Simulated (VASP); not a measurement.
**CoO: single point with PBE**

CoO:

```xyz
2
Lattice="0.0000 2.1315 2.1315 2.1315 0.0000 2.1315 2.1315 2.1315 0.0000" Properties=species:S:1:pos:R:3 pbc="T T T"
Co    0.0000    0.0000    0.0000
O     2.1315    2.1315    2.1315
```

* Program: VASP 6.6.1
* Task: single point
* Functional: PBE
* Potentials or basis: VASP PAW PBE potentials, release 64 (Co_sv, O_h)
* Cutoff: 1340 eV
* k mesh: 11 × 11 × 11
* Occupations: fermi-dirac, width 0.05 eV
* Spin: collinear spin, ferromagnetic start
* Starting moments: [3.5, 0.0] μB
* Dipole correction: no
* Further INCAR settings: ALGO = Normal; EDIFF = 1e-06; NBANDS = 22

```
Pressure                                              : -2.9 GPa
Net moment                                            : 2.92 μB per cell
Site moments                                          : Co +2.52; O +0.23 μB
Valence electrons inside the program's atomic spheres : Co 14.87; O 3.34
```

Levels at points of the mesh, in eV from the Fermi level:
Spin up:
```tsv
k point	band 11	band 12	band 13	band 14	band 15	band 16
(0.00, 0.00, 0.00)	-3.08	-3.08	-3.08	0.91	16.75	18.01
```
Spin down:
```csv
k point,band 6,band 7,band 8,band 9,band 10,band 11,band 12,band 13,band 14,band 15
"(0.00, 0.00, 0.00)",-2.61,-2.61,-2.61,-1.10,-1.10,-1.10,0.09,0.09,1.45,16.64
```

It took 3.3 min on 1 thread of AMD EPYC 7R13 Processor (Zen 3), with other jobs on the host, peak memory 0.31 GiB.

Caveat: a cell with one magnetic atom can't hold antiferromagnetic order, which such compounds often take; semilocal functionals often make such compounds metallic where correlation or magnetic order opens a gap, which also shifts bond lengths. With open d or f shells a metallic result of PBE can be an artefact of self-interaction; +U or a hybrid may open a gap.
